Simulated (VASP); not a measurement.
# AlRu (WC type) (P-6m2) in VASP: a series of runs

AlRu (WC type) is run at these levels: PBE; tasks: relaxation of cell and atoms.

Program: VASP 6.6.1. These are calculated values, not measurements. Logs are shortened: lines on timing, memory, paths and dates and some standing lists are left out, and cuts for length are marked.

## Step 1: The cell of the first run

The structure is hexagonal, space group P-6m2 (No. 187). Conventional cell: a = 2.497 Å, b = 2.497 Å, c = 3.474 Å, α = 90.00°, β = 90.00°, γ = 120.00°. Ru (site symmetry -6m2) has 6 Al at 2.26 Å and 6 Ru at 2.50 Å within 3.0 Å. Al (site symmetry -6m2) has 6 Ru at 2.26 Å and 6 Al at 2.50 Å within 3.0 Å.

## Step 2: Relaxation of cell and atoms, PBE, target pressure 190 GPa, at which the enthalpy is minimised

Contents of INCAR:

```
SYSTEM = AlRu
PREC = Accurate
ENCUT = 600
EDIFF = 1E-7
ISMEAR = -1
SIGMA = 0.1
LREAL = .False.
LASPH = .True.
NELM = 60
ALGO = Normal
ISIF = 3
LWAVE = .False.
LCHARG = .False.
GGA = PE
IBRION = 2
NSW = 32
EDIFFG = -0.005
PSTRESS = 1900.0
```

Contents of KPOINTS:

```
Automatic mesh
0
Gamma
  15 15 14
  0 0 0
```

Contents of POSCAR:

```
AlRu
1.0
    2.4967798019      0.0000000000      0.0000000000
   -1.2483899010      2.1622747361      0.0000000000
    0.0000000000      0.0000000000      3.4735114775
Ru Al
1 1
Direct
    0.0000000000      0.0000000000      0.0000000000
    0.3333333333      0.6666666667      0.5000000000
```

Potentials or basis: VASP PAW PBE potentials, release 64 (Ru_pv, Al).

The run is started by

```sh
cat potpaw_PBE.64/Ru_pv/POTCAR potpaw_PBE.64/Al/POTCAR > POTCAR
mpirun -np 1 vasp_std > vasp.out
```

OUTCAR:

```text
SYSTEM = AlRu
   PREC = Accurate
   ENCUT = 600
   EDIFF = 1E-7
   ISMEAR = -1
   LREAL = .False.
   LASPH = .True.
   NELM = 60
   ISIF = 3
   GGA = PE
   IBRION = 2
   NSW = 32
   EDIFFG = -0.005
   PSTRESS = 1900.0

 ion  position               nearest neighbor table
   1  0.000  0.000  0.000-   2 2.26   2 2.26   2 2.26   2 2.26   2 2.26   2 2.26
   2  0.333  0.667  0.500-   1 2.26   1 2.26   1 2.26   1 2.26   1 2.26   1 2.26

  LATTYP: Found a hexagonal cell.
 ALAT       =     2.4967798019
 C/A-ratio  =     1.3911965624

  Lattice vectors:

 A1 = (   2.4967798019,   0.0000000000,   0.0000000000)
 A2 = (  -1.2483899010,   2.1622747361,   0.0000000000)
 A3 = (   0.0000000000,   0.0000000000,   3.4735114775)

Analysis of symmetry for initial positions (statically):
=====================================================================
 Subroutine PRICEL returns:
 Original cell was already a primitive cell.

 Routine SETGRP: Setting up the symmetry group for a
 hexagonal supercell.

 Subroutine GETGRP returns: Found 12 space group operations
 (whereof 12 operations were pure point group operations)
 out of a pool of 24 trial point group operations.

The static configuration has the point symmetry D_3h.

Analysis of symmetry for dynamics (positions and initial velocities):
=====================================================================
 Subroutine PRICEL returns:
 Original cell was already a primitive cell.

 Routine SETGRP: Setting up the symmetry group for a
 hexagonal supercell.

 Subroutine GETGRP returns: Found 12 space group operations
 (whereof 12 operations were pure point group operations)
 out of a pool of 24 trial point group operations.

The dynamic configuration has the point symmetry D_3h.

 Subroutine INISYM returns: Found 12 space group operations
 (whereof 12 operations are pure point group operations),
 and found     1 'primitive' translations

----------------------------------------------------------------------------------------

                                     Primitive cell

  volume of cell :      18.7525

  direct lattice vectors                    reciprocal lattice vectors
     2.496779802  0.000000000  0.000000000     0.400515896  0.231237961  0.000000000
    -1.248389901  2.162274736  0.000000000     0.000000000  0.462475921  0.000000000
     0.000000000  0.000000000  3.473511478     0.000000000  0.000000000  0.287893104

  length of vectors
     2.496779802  2.496779802  3.473511478     0.462475921  0.462475921  0.287893104

  position of ions in fractional coordinates (direct lattice)
     0.000000000  0.000000000  0.000000000
     0.333333333  0.666666667  0.500000000

  ion indices of the primitive-cell ions
   primitive index   ion index
                 1           1
                 2           2

----------------------------------------------------------------------------------------

 KPOINTS: Automatic mesh

Automatic generation of k-mesh.
 Grid dimensions read from file:
 generate k-points for:   15   15   14

 Generating k-lattice:

  Cartesian coordinates                     Fractional coordinates (reciprocal lattice)
     0.026701060  0.015415864  0.000000000     0.066666667  0.000000000  0.000000000
     0.000000000  0.030831728  0.000000000     0.000000000  0.066666667  0.000000000
     0.000000000  0.000000000  0.020563793     0.000000000  0.000000000  0.071428571

  Length of vectors
     0.030831728  0.030831728  0.020563793

  Shift w.r.t. Gamma in fractional coordinates (k-lattice)
     0.000000000  0.000000000  0.000000000

 Subroutine IBZKPT returns following result:
 ===========================================

 Found    216 irreducible k-points:

 Following reciprocal coordinates:
            Coordinates               Weight
  0.000000  0.000000  0.000000      1.000000
  0.066667 -0.000000  0.000000      6.000000
  0.133333  0.000000  0.000000      6.000000
  0.200000 -0.000000  0.000000      6.000000
  0.266667  0.000000  0.000000      6.000000
  0.333333 -0.000000  0.000000      6.000000
[... 16 lines left out ...]
  0.333333  0.200000  0.000000     12.000000
  0.400000  0.200000  0.000000      6.000000
 [... further k-points ...]
   k-points           NKPTS =    216   k-points in BZ     NKDIM =    216   number of bands    NBANDS=     12
   number of dos      NEDOS =    301   number of ions     NIONS =      2
   total plane-waves  NPLWV =  11200
   dimension x,y,z NGX =    20 NGY =   20 NGZ =   28
   dimension x,y,z NGXF=    40 NGYF=   40 NGZF=   56
   ions per type =               1   1
   NGX,Y,Z   is equivalent  to a cutoff of  13.32, 13.32, 13.40 a.u.
   NGXF,Y,Z  is equivalent  to a cutoff of  26.63, 26.63, 26.80 a.u.
 SYSTEM =  AlRu
   PREC   = accura    normal or accurate (medium, high low for compatibility)
   ISTART =      0    job   : 0-new  1-cont  2-samecut
   ICHARG =      2    charge: 1-file 2-atom 10-const
   ISPIN  =      1    spin polarized calculation?
   LNONCOLLINEAR =      F non collinear calculations
   LSORBIT =      F    spin-orbit coupling
   LASPH  =      T    aspherical Exc in radial PAW
   ENCUT  =  600.0 eV  44.10 Ry    6.64 a.u.   4.99  4.99  6.94*2*pi/ulx,y,z
   NELM   =     60;   NELMIN=  2; NELMDL= -5     # of ELM steps
   EDIFF  = 0.1E-06   stopping-criterion for ELM
   LREAL  =      F    real-space projection
   EDIFFG = -.5E-02   stopping-criterion for IOM
   NSW    =     32    number of steps for IOM
   IBRION =      2    ionic relax: 0-MD 1-quasi-New 2-CG
   NFREE  =      1    steps in history (QN), initial steepest desc. (CG)
   ISIF   =      3    stress and relaxation
   ISYM   =      2    0-nonsym 1-usesym 2-fastsym
   POTIM  = 0.5000    time-step for ionic-motion
   TEBEG  =    0.0;   TEEND  =   0.0 temperature during run
   PSTRESS= 1900.0 pullay stress
   NELECT =      17.0000    total number of electrons
   NUPDOWN=      -1.0000    fix difference up-down
   EMIN   =  10.00;   EMAX   =-10.00  energy-range for DOS
   EFERMI =   0.00;   METHOD = LEGACY
   ISMEAR =    -1;   SIGMA  =   0.10  broadening in eV -4-tet -1-fermi 0-gaus
   EFERMI_NEDOS =   21; number of points for ismear=-14 and -15
   IALGO  =     38    algorithm
   IMIX   =      4    mixing-type and parameters
     AMIX     =   0.40;   BMIX     =  1.00
     AMIX_MAG =   1.60;   BMIX_MAG =  1.00
  volume/ion in A,a.u.               =       9.38        63.27
  Fermi-wavevector in a.u.,A,eV,Ry     =   1.584423  2.994126 34.156022  2.510397
  Thomas-Fermi vector in A             =   2.684043
   LORBIT       =      0    0 simple, 1 ext, 2 COOP (PROOUT), +10 PAW based schemes
   GGA     = PE    functional components
   LHFCALC =     F    Hartree Fock is set to
   AEXX    =    0.0000 exact exchange contribution
   IVDW    =     0    specifies the selected vdW correction
   LEPSILON=     F    determine dielectric tensor
   LRPA    =     F    only Hartree local field effects (RPA)
 conjugate gradient relaxation of ions
 non-spin polarized calculation
  energy-cutoff  :      600.00
  volume of cell :       18.75
 maximum number of plane-waves:       645
 NGX is ok and might be reduce to    20
   NGX =  9   NGY =  9   NGZ = 13

--------------------------------------- Ionic step        1  -------------------------------------------

 number of electron      17.0000001 magnetization

 Free energy of the ion-electron system (eV)
  ---------------------------------------------------
  ext. energy  EPLUGINS =         0.00000000
  ---------------------------------------------------
  free energy    TOTEN  =        -9.99817027 eV

  energy without entropy =       -9.98092503  energy(sigma->0) =       -9.98954765

------------------------ aborting loop because EDIFF is reached ----------------------------------------

  FORCE on cell =-STRESS in cart. coord.  units (eV):
  Direction    XX          YY          ZZ          XY          YZ          ZX
  --------------------------------------------------------------------------------------
  -------------------------------------------------------------------------------------
  Total       22.3639460     22.3639460     22.3606446     -0.0000000      0.0000000      0.0000000
  in kB     1910.7292939   1910.7292939   1910.4472352     -0.0000000      0.0000000      0.0000000
  external PRESSURE =      10.6352743 kB  Pullay stress =    1900.0000000 kB

 VOLUME and BASIS-vectors are now :
 -----------------------------------------------------------------------------
  energy-cutoff  :      600.00
  volume of cell :       18.75
      direct lattice vectors                 reciprocal lattice vectors
     2.496779802  0.000000000  0.000000000     0.400515896  0.231237961  0.000000000
    -1.248389901  2.162274736  0.000000000     0.000000000  0.462475921  0.000000000
     0.000000000  0.000000000  3.473511478     0.000000000  0.000000000  0.287893104
[... 46 lines left out ...]
  FREE ENERGIE OF THE ION-ELECTRON SYSTEM (eV)
  ---------------------------------------------------
  free  energy   TOTEN  =       -10.1960781920 eV

  energy  without entropy=      -10.1785812475  energy(sigma->0) =      -10.18732972

  enthalpy is  TOTEN    =        12.2432093580 eV   P V=       22.4392875500

--------------------------------------- Ionic step        3  -------------------------------------------

 number of electron      17.0000001 magnetization

 Free energy of the ion-electron system (eV)
  ---------------------------------------------------
  ext. energy  EPLUGINS =         0.00000000
  ---------------------------------------------------
  free energy    TOTEN  =       -10.02515565 eV

  energy without entropy =      -10.00787769  energy(sigma->0) =      -10.01651667

 E-fermi :  17.2422     XC(G=0): -14.4823

 val. band max:       17.2349996165   @ k =   0.0667  -0.0000   0.0714
 cond. band min:      17.2428484162   @ k =   0.0000   0.0000   0.1429
 fundamental gap:      0.0078487997
 Fermi energy:        17.2421959791

 k-point     1 :       0.0000    0.0000    0.0000
  band No.  band energies     occupation
      1     -25.6555      2.00000
      2     -24.8226      2.00000
      3     -24.8226      2.00000
      4       4.5661      2.00000
      5      10.2549      2.00000
      6      14.1181      2.00000
      7      14.1181      2.00000
      8      17.3233      0.61538
      9      17.3340      0.57057
     10      17.3340      0.57057
     11      25.8450      0.00000
     12      28.7966      0.00000

 k-point     2 :       0.0667   -0.0000    0.0000
  band No.  band energies     occupation
      1     -25.6435      2.00000
      2     -24.9014      2.00000
      3     -24.8400      2.00000
      4       4.7218      2.00000
      5      10.4287      2.00000
      6      13.9224      2.00000
      7      14.3031      2.00000
      8      15.9070      2.00000
      9      17.2594      0.91410
     10      18.7907      0.00000
     11      25.8390      0.00000
     12      28.7964      0.00000
[... 316 lines left out ...]
 k-point    24 :       0.4000    0.2000    0.0000
  band No.  band energies     occupation
      1     -26.3201      2.00000
      2     -25.5998      2.00000
      3     -25.3508      2.00000
      4      10.3438      2.00000
      5      11.3401      2.00000
      6      11.5776      2.00000
      7      13.0245      2.00000
      8      13.9009      2.00000
      9      18.7859      0.00000
     10      22.5858      0.00000
     11      23.2769      0.00000
     12      26.8917      0.00000

 [... further k-points ...]

------------------------ aborting loop because EDIFF is reached ----------------------------------------

  FORCE on cell =-STRESS in cart. coord.  units (eV):
  Direction    XX          YY          ZZ          XY          YZ          ZX
  --------------------------------------------------------------------------------------
  -------------------------------------------------------------------------------------
  Total       22.2668715     22.2668715     22.2635352     -0.0000000     -0.0000000      0.0000000
  in kB     1900.1359564   1900.1359564   1899.8512479     -0.0000001     -0.0000000      0.0000000
  external PRESSURE =       0.0410536 kB  Pullay stress =    1900.0000000 kB

 VOLUME and BASIS-vectors are now :
 -----------------------------------------------------------------------------
  energy-cutoff  :      600.00
  volume of cell :       18.78
      direct lattice vectors                 reciprocal lattice vectors
     2.497795478 -0.000000000  0.000000000     0.400353035  0.231143932 -0.000000000
    -1.248897739  2.163154337  0.000000000     0.000000000  0.462287865 -0.000000000
     0.000000000  0.000000000  3.474887336     0.000000000  0.000000000  0.287779114

 POSITION                                       TOTAL-FORCE (eV/Angst)
 -----------------------------------------------------------------------------------
      0.00000     -0.00000      0.00000        -0.000000      0.000000      0.000000
     -0.00000      1.44210      1.73744         0.000000     -0.000000      0.000000
 -----------------------------------------------------------------------------------
    total drift:                                0.000000     -0.000000      0.000000

  FREE ENERGIE OF THE ION-ELECTRON SYSTEM (eV)
  ---------------------------------------------------
  free  energy   TOTEN  =       -10.0251556508 eV

  energy  without entropy=      -10.0078776850  energy(sigma->0) =      -10.01651667

  enthalpy is  TOTEN    =        12.2401226838 eV   P V=       22.2652783347

 reached required accuracy - stopping structural energy minimisation
```

Wall time 2.3 min (1 thread of Intel Xeon 8259CL, shared host); peak memory 0.2 GiB.

What came out:

```yaml
Free_energy: -10.0252 eV
Relaxed_volume: 9.39 Å³/atom
Relaxed_cell: a = 2.498 Å, b = 2.498 Å, c = 3.475 Å, α = 90.00°, β = 90.00°, γ = 120.00°
Space_group_after_relaxing_to_0.1_Å: P-6m2 (No. 187)
Energy_change_on_relaxing_the_run_minimises_the_enthalpy: -13.5 meV/atom
Ionic_steps: 3
Pressure_after_relaxing: 190.0 GPa
Band_gap_on_the_k_mesh: zero (an odd number of electrons rules out a gap without spin polarisation)
```

The path:
| step | energy change (eV) | largest force (eV/Å) | pressure (GPa) | volume (Å³) |
| --- | --- | --- | --- | --- |
| 1 | 0.0000 | 0.0000 | 191.06 | 18.75 |
| 2 | -0.1979 | 0.0000 | 183.33 | 18.92 |
| 3 | -0.0270 | 0.0000 | 190.00 | 18.78 |

Final structure:
```yaml
crystal:
  lattice:
    - [2.49780, 0.00000, 0.00000]
    - [-1.24890, 2.16315, 0.00000]
    - [0.00000, 0.00000, 3.47489]
  atoms:
    - { symbol: Ru, position: [0.00000, 0.00000, 0.00000] }
    - { symbol: Al, position: [0.33333, 0.66667, 0.50000] }
```

Caveat: the cell is relaxed towards a set pressure, so the run minimises the enthalpy, not the energy.

[end of part 1 of 2]
